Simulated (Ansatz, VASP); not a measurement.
**Two plane-wave programs on GaP**

INCAR

```
PREC = Accurate ; ENCUT = 520
EDIFF = 1E-6 ; ISMEAR = 0
SIGMA = 0.05 ; LREAL = False
LASPH = True ; NELM = 100
ALGO = Normal ; ISIF = 2
LWAVE = False ; LCHARG = False
GGA = PE ; NBANDS = 16
```

The input KPOINTS:

```
Automatic mesh
0
Gamma
  8 8 8
```

File POSCAR:

```
GaP
1.0
    0.0000000000      2.7252500000      2.7252500000
    2.5889875000      0.0000000000      2.7252500000
    2.5889875000      2.7252500000      0.0000000000
Ga P
1 1
Direct
    0.0000000000      0.0000000000      0.0000000000
    0.7500000000      0.7500000000      0.7500000000
```

Input for Ansatz:

```yaml
crystal:
  lattice:
    - [0.0, 2.72525, 2.72525]
    - [2.5889875, 0.0, 2.72525]
    - [2.5889875, 2.72525, 0.0]
  atoms:
    - { symbol: Ga, position: [0.0, 0.0, 0.0] }
    - { symbol: P, position: [0.75, 0.75, 0.75] }
basis:
  ecutwfc: 420
kpoints:
  mp_grid: { grid: [8, 8, 8] }
hamiltonian:
  xc: pbe
scf:
  occupations: { method: gaussian, width: 0.05 }
output:
  forces: true
  stress: true
  eigenvalues: true
```

Change from the starting cell: strain -0.0500 x Voigt [1, 0, 0, 0, 0, 0], atoms carried along.

Alike in both runs: task single point; functional PBE; k mesh 8 × 8 × 8; occupations gaussian, width 0.05 eV; no spin polarisation.

|  | VASP | Ansatz |
| --- | --- | --- |
| version | VASP 6.6.1 | Ansatz 0.2.0 |
| potentials or method | VASP PAW PBE potentials, release 64 (Ga_d, P), cutoff 520 eV | scalar-relativistic, plane waves, PAW |
| valence electrons in the cell | 18 | 18 |

|  | VASP | Ansatz | Ansatz less VASP |
| --- | --- | --- | --- |
| gap on the k mesh at the Fermi level (eV) | 1.06 | 1.06 | 0.000 |
| least direct gap on the mesh (eV) | 2.06 | 2.06 | -0.001 |
| pressure (GPa) | 7.3 | 7.5 | +0.12 |
| traceless stress, the component that is largest in VASP (GPa) | 2.26 | 2.25 | -0.010 |

The functional is the same, so the differences come from potentials, cutoffs and numerics.
